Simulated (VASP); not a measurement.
# W3O (Pmm2) in VASP: single point with PBEsol

Aim: the single point of W3O with PBEsol.

All numbers are computed with VASP 6.6.1; they aren't measurements. Logs are shortened: lines on timing, memory, paths and dates and some standing lists are left out, and cuts for length are marked.

**1. The cell of the first run**

The structure is orthorhombic, space group Pmm2 (No. 25). The conventional cell has a = 4.831 Å, b = 4.831 Å, c = 4.831 Å, α = 90.00°, β = 90.00°, γ = 90.00°. W (site symmetry m) has 10 W at 2.42 to 2.96 Å and 4 O at 2.70 to 2.72 Å within 3.2 Å. Within 3.2 Å of W (site symmetry m) lie 10 W at 2.42 to 2.96 Å and 4 O at 2.44 to 2.97 Å. W (site symmetry mm2) has 10 W at 2.42 to 2.96 Å and 4 O at 2.58 to 2.70 Å within 3.2 Å. Within 3.2 Å of W (site symmetry mm2) lie 10 W at 2.42 to 2.96 Å and 4 O at 2.70 to 2.85 Å. Within 3.2 Å of O (site symmetry mm2) lie 12 W at 2.44 to 2.97 Å. O (site symmetry mm2) has 12 W at 2.70 Å within 3.6 Å.

**2. Single point, PBEsol (atom 7 (O) moved -0.300 Å along Cartesian [1 0 0])**

INCAR reads:

```
PREC = Accurate
ENCUT = 520
EDIFF = 1E-6
ISMEAR = 0
SIGMA = 0.15
LREAL = False
LASPH = True
NELM = 60
ALGO = Normal
ISIF = 2
LWAVE = False
LCHARG = False
GGA = PS
NBANDS = 58
```

KPOINTS reads:

```
Automatic mesh
0
Gamma
  8 8 8
```

POSCAR reads:

```
W3O
1.0
    4.8313496810      0.0000000000      0.0000000000
    0.0000000000      4.8313496810      0.0000000000
    0.0000000000      0.0000000000      4.8313496810
W O
6 2
Direct
    0.5000000000      0.7500000000      0.0000000000
    0.0000000000      0.5000000000      0.7500000000
    0.2500000000      0.0000000000      0.5000000000
    0.5000000000      0.2500000000      0.0000000000
    0.0000000000      0.5000000000      0.2500000000
    0.7500000000      0.0000000000      0.5000000000
    0.4379055502      0.5000000000      0.5000000000
    0.0000000000      0.0000000000      0.0000000000
```

Potentials or basis: VASP PAW PBE potentials, release 64 (W_sv, O).

Command:

```console
> cat potpaw_PBE.64/W_sv/POTCAR potpaw_PBE.64/O/POTCAR > POTCAR
> mpirun -np 1 vasp_std > vasp.out
```

OUTCAR:

```text
PREC = Accurate
   ENCUT = 520
   EDIFF = 1E-6
   ISMEAR = 0
   LREAL = False
   LASPH = True
   NELM = 60
   ISIF = 2
   GGA = PS

 ion  position               nearest neighbor table
   1  0.500  0.750  0.000-   4 2.42   4 2.42   8 2.70   8 2.70   7 2.72   7 2.72   2 2.96   3 2.96
                             6 2.96   5 2.96   6 2.96   2 2.96   5 2.96   3 2.96
   2  0.000  0.500  0.750-   5 2.42   5 2.42   7 2.44   8 2.70   8 2.70   3 2.96   4 2.96   1 2.96
                             3 2.96   6 2.96   6 2.96   1 2.96   4 2.96
   3  0.250  0.000  0.500-   6 2.42   6 2.42   7 2.58   7 2.58   8 2.70   8 2.70   4 2.96   1 2.96
                             4 2.96   5 2.96   2 2.96   5 2.96   1 2.96   2 2.96
   4  0.500  0.250  0.000-   1 2.42   1 2.42   8 2.70   8 2.70   7 2.72   7 2.72   3 2.96   3 2.96
                             6 2.96   5 2.96   6 2.96   2 2.96   5 2.96   2 2.96
   5  0.000  0.500  0.250-   2 2.42   2 2.42   7 2.44   8 2.70   8 2.70   1 2.96   3 2.96   4 2.96
                             3 2.96   6 2.96   6 2.96   1 2.96   4 2.96
   6  0.750  0.000  0.500-   3 2.42   3 2.42   8 2.70   8 2.70   5 2.96   2 2.96   1 2.96   4 2.96
                             1 2.96   2 2.96   5 2.96   4 2.96
   7  0.438  0.500  0.500-   2 2.44   5 2.44   3 2.58   3 2.58   1 2.72   1 2.72   4 2.72   4 2.72

   8  0.000  0.000  0.000-   1 2.70   2 2.70   3 2.70   4 2.70   5 2.70   6 2.70   3 2.70   6 2.70
                             2 2.70   5 2.70   1 2.70   4 2.70

  LATTYP: Found a simple cubic cell.
 ALAT       =     4.8313496810

  Lattice vectors:

 A1 = (   4.8313496810,   0.0000000000,   0.0000000000)
 A2 = (   0.0000000000,   4.8313496810,   0.0000000000)
 A3 = (   0.0000000000,   0.0000000000,   4.8313496810)

Analysis of symmetry for initial positions (statically):
=====================================================================
 Subroutine PRICEL returns:
 Original cell was already a primitive cell.

 Routine SETGRP: Setting up the symmetry group for a
 simple cubic supercell.

 Subroutine GETGRP returns: Found  4 space group operations
 (whereof  4 operations were pure point group operations)
 out of a pool of 48 trial point group operations.

The static configuration has the point symmetry C_2v.

Analysis of symmetry for dynamics (positions and initial velocities):
=====================================================================
 Subroutine PRICEL returns:
 Original cell was already a primitive cell.

 Routine SETGRP: Setting up the symmetry group for a
 simple cubic supercell.

 Subroutine GETGRP returns: Found  4 space group operations
 (whereof  4 operations were pure point group operations)
 out of a pool of 48 trial point group operations.

The dynamic configuration has the point symmetry C_2v.

 Subroutine INISYM returns: Found  4 space group operations
 (whereof  4 operations are pure point group operations),
 and found     1 'primitive' translations

----------------------------------------------------------------------------------------

                                     Primitive cell

  volume of cell :     112.7731

  direct lattice vectors                    reciprocal lattice vectors
     4.831349681  0.000000000  0.000000000     0.206981499  0.000000000  0.000000000
     0.000000000  4.831349681  0.000000000     0.000000000  0.206981499  0.000000000
     0.000000000  0.000000000  4.831349681     0.000000000  0.000000000  0.206981499

  length of vectors
     4.831349681  4.831349681  4.831349681     0.206981499  0.206981499  0.206981499

  position of ions in fractional coordinates (direct lattice)
     0.500000000  0.750000000  0.000000000
     0.000000000  0.500000000  0.750000000
     0.250000000  0.000000000  0.500000000
     0.500000000  0.250000000  0.000000000
     0.000000000  0.500000000  0.250000000
     0.750000000  0.000000000  0.500000000
     0.437905550  0.500000000  0.500000000
     0.000000000  0.000000000  0.000000000

  ion indices of the primitive-cell ions
   primitive index   ion index
                 1           1
                 2           2
                 3           3
                 4           4
                 5           5
                 6           6
                 7           7
                 8           8

----------------------------------------------------------------------------------------

 KPOINTS: Automatic mesh

Automatic generation of k-mesh.
 Grid dimensions read from file:
 generate k-points for:    8    8    8

 Generating k-lattice:

  Cartesian coordinates                     Fractional coordinates (reciprocal lattice)
     0.025872687  0.000000000  0.000000000     0.125000000  0.000000000  0.000000000
     0.000000000  0.025872687  0.000000000     0.000000000  0.125000000  0.000000000
     0.000000000  0.000000000  0.025872687     0.000000000  0.000000000  0.125000000

  Length of vectors
     0.025872687  0.025872687  0.025872687

  Shift w.r.t. Gamma in fractional coordinates (k-lattice)
     0.000000000  0.000000000  0.000000000

 Subroutine IBZKPT returns following result:
 ===========================================

 Found    125 irreducible k-points:

 Following reciprocal coordinates:
            Coordinates               Weight
  0.000000  0.000000  0.000000      1.000000
  0.125000  0.000000  0.000000      2.000000
  0.000000  0.125000  0.000000      2.000000
  0.000000  0.000000  0.125000      2.000000
  0.250000  0.000000  0.000000      2.000000
  0.000000  0.250000  0.000000      2.000000
[... 16 lines left out ...]
  0.375000  0.125000  0.000000      4.000000
  0.000000  0.375000  0.125000      4.000000
 [... further k-points ...]
   k-points           NKPTS =    125   k-points in BZ     NKDIM =    125   number of bands    NBANDS=     58
   number of dos      NEDOS =    301   number of ions     NIONS =      8
   total plane-waves  NPLWV =  46656
   dimension x,y,z NGX =    36 NGY =   36 NGZ =   36
   dimension x,y,z NGXF=    72 NGYF=   72 NGZF=   72
   ions per type =               6   2
   NGX,Y,Z   is equivalent  to a cutoff of  12.39, 12.39, 12.39 a.u.
   NGXF,Y,Z  is equivalent  to a cutoff of  24.78, 24.78, 24.78 a.u.
 SYSTEM =  unknown system
   PREC   = accura    normal or accurate (medium, high low for compatibility)
   ISTART =      0    job   : 0-new  1-cont  2-samecut
   ICHARG =      2    charge: 1-file 2-atom 10-const
   ISPIN  =      1    spin polarized calculation?
   LNONCOLLINEAR =      F non collinear calculations
   LSORBIT =      F    spin-orbit coupling
   LASPH  =      T    aspherical Exc in radial PAW
   ENCUT  =  520.0 eV  38.22 Ry    6.18 a.u.   8.98  8.98  8.98*2*pi/ulx,y,z
   NELM   =     60;   NELMIN=  2; NELMDL= -5     # of ELM steps
   EDIFF  = 0.1E-05   stopping-criterion for ELM
   LREAL  =      F    real-space projection
   EDIFFG = 0.1E-04   stopping-criterion for IOM
   NSW    =      0    number of steps for IOM
   IBRION =     -1    ionic relax: 0-MD 1-quasi-New 2-CG
   NFREE  =      0    steps in history (QN), initial steepest desc. (CG)
   ISIF   =      2    stress and relaxation
   ISYM   =      2    0-nonsym 1-usesym 2-fastsym
   POTIM  = 0.5000    time-step for ionic-motion
   TEBEG  =    0.0;   TEEND  =   0.0 temperature during run
   PSTRESS=    0.0 pullay stress
   NELECT =      96.0000    total number of electrons
   NUPDOWN=      -1.0000    fix difference up-down
   EMIN   =  10.00;   EMAX   =-10.00  energy-range for DOS
   EFERMI =   0.00;   METHOD = LEGACY
   ISMEAR =     0;   SIGMA  =   0.15  broadening in eV -4-tet -1-fermi 0-gaus
   EFERMI_NEDOS =   21; number of points for ismear=-14 and -15
   IALGO  =     38    algorithm
   IMIX   =      4    mixing-type and parameters
     AMIX     =   0.40;   BMIX     =  1.00
     AMIX_MAG =   1.60;   BMIX_MAG =  1.00
  volume/ion in A,a.u.               =      14.10        95.13
  Fermi-wavevector in a.u.,A,eV,Ry     =   1.551542  2.931989 32.753053  2.407281
  Thomas-Fermi vector in A             =   2.656046
   LORBIT       =      0    0 simple, 1 ext, 2 COOP (PROOUT), +10 PAW based schemes
   GGA     = PS    functional components
   LHFCALC =     F    Hartree Fock is set to
   AEXX    =    0.0000 exact exchange contribution
   IVDW    =     0    specifies the selected vdW correction
   LEPSILON=     F    determine dielectric tensor
   LRPA    =     F    only Hartree local field effects (RPA)
 non-spin polarized calculation
 Gauss-broadening in eV      SIGMA  =   0.15
  energy-cutoff  :      520.00
  volume of cell :      112.77
 maximum number of plane-waves:      3060
   NGX = 17   NGY = 17   NGZ = 17

 number of electron      95.9999962 magnetization

 Free energy of the ion-electron system (eV)
  ---------------------------------------------------
  ext. energy  EPLUGINS =         0.00000000
  ---------------------------------------------------
  free energy    TOTEN  =       -86.74917243 eV

  energy without entropy =      -86.67285496  energy(sigma->0) =      -86.71101370

 E-fermi :  10.0916     XC(G=0): -13.3981

 val. band max:       10.0905340157   @ k =  -0.3750   0.5000   0.0000
 cond. band min:      10.0944932199   @ k =   0.3750   0.2500   0.3750
 fundamental gap:      0.0039592042
 Fermi energy:        10.0915708494

 k-point     1 :       0.0000    0.0000    0.0000
  band No.  band energies     occupation
      1     -64.1080      2.00000
      2     -64.0467      2.00000
      3     -64.0344      2.00000
      4     -63.8150      2.00000
      5     -63.7962      2.00000
      6     -63.7941      2.00000
[... 50 lines left out ...]
     57      13.5768      0.00000
     58      14.1311      0.00000

 k-point     2 :       0.1250    0.0000    0.0000
  band No.  band energies     occupation
      1     -64.1036      2.00000
      2     -64.0446      2.00000
      3     -64.0318      2.00000
      4     -63.8150      2.00000
      5     -63.8056      2.00000
      6     -63.7941      2.00000
[... 50 lines left out ...]
     57      13.3541      0.00000
     58      14.0198      0.00000
[... 1279 lines left out ...]
     57      12.9274      0.00000
     58      12.9999      0.00000

 k-point    24 :       0.0000    0.3750    0.1250
  band No.  band energies     occupation
      1     -64.0777      2.00000
      2     -64.0570      2.00000
      3     -63.9677      2.00000
      4     -63.8733      2.00000
      5     -63.8248      2.00000
      6     -63.7962      2.00000
[... 50 lines left out ...]
     57      12.8739      0.00000
     58      13.0442      0.00000

 [... further k-points ...]

------------------------ aborting loop because EDIFF is reached ----------------------------------------

  FORCE on cell =-STRESS in cart. coord.  units (eV):
  Direction    XX          YY          ZZ          XY          YZ          ZX
  --------------------------------------------------------------------------------------
  -------------------------------------------------------------------------------------
  Total        0.5152756      1.3585436      1.0843617      0.0000000      0.0000000      0.0000000
  in kB        7.3205681     19.3009523     15.4056258      0.0000000      0.0000000      0.0000000
  external PRESSURE =      14.0090488 kB  Pullay stress =       0.0000000 kB

 VOLUME and BASIS-vectors are now :
 -----------------------------------------------------------------------------
  energy-cutoff  :      520.00
  volume of cell :      112.77
      direct lattice vectors                 reciprocal lattice vectors
     4.831349681  0.000000000  0.000000000     0.206981499  0.000000000  0.000000000
     0.000000000  4.831349681  0.000000000     0.000000000  0.206981499  0.000000000
     0.000000000  0.000000000  4.831349681     0.000000000  0.000000000  0.206981499

 POSITION                                       TOTAL-FORCE (eV/Angst)
 -----------------------------------------------------------------------------------
      2.41567      3.62351      0.00000         0.028729     -0.079311      0.000000
      0.00000      2.41567      3.62351         0.327245     -0.000000      0.089137
      1.20784      0.00000      2.41567         0.231816      0.000000      0.000000
      2.41567      1.20784      0.00000         0.028729      0.079311      0.000000
      0.00000      2.41567      1.20784         0.327245     -0.000000     -0.089137
      3.62351      0.00000      2.41567         0.164238      0.000000      0.000000
      2.11567      2.41567      2.41567        -1.176531      0.000000      0.000000
      0.00000      0.00000      0.00000         0.068531      0.000000      0.000000
 -----------------------------------------------------------------------------------
    total drift:                                0.000133      0.000000     -0.000000

  FREE ENERGIE OF THE ION-ELECTRON SYSTEM (eV)
  ---------------------------------------------------
  free  energy   TOTEN  =       -86.7491724300 eV

  energy  without entropy=      -86.6728549650  energy(sigma->0) =      -86.71101370
```

Run time: 6.2 min. Hardware: 1 thread of Intel Xeon 6975P-C (Granite Rapids), shared host; peak memory 0.61 GiB.

Results:

| Property | Result |
| --- | --- |
| Free energy | -86.7492 eV |
| Pressure | 1.4 GPa |
| Largest force | 1.177 eV/Å |
| Band gap on the k mesh | zero (bands 48 and 49 overlap by 0.89 eV) |

Forces in eV/Å, atoms in the order of the input:
```
W    0.029 -0.079  0.000
W    0.327  0.000  0.089
W    0.232  0.000  0.000
W    0.029  0.079  0.000
W    0.327  0.000 -0.089
W    0.164  0.000  0.000
O   -1.177  0.000  0.000
O    0.069  0.000  0.000
```

Caveat: the cell differs from its parent crystal (atom 7 (O) moved -0.300 Å along Cartesian [1 0 0]); the PAW data sets were made with another functional, which shifts forces and pressure a little; spin-orbit coupling is left out, which moves the levels of the heavy elements.
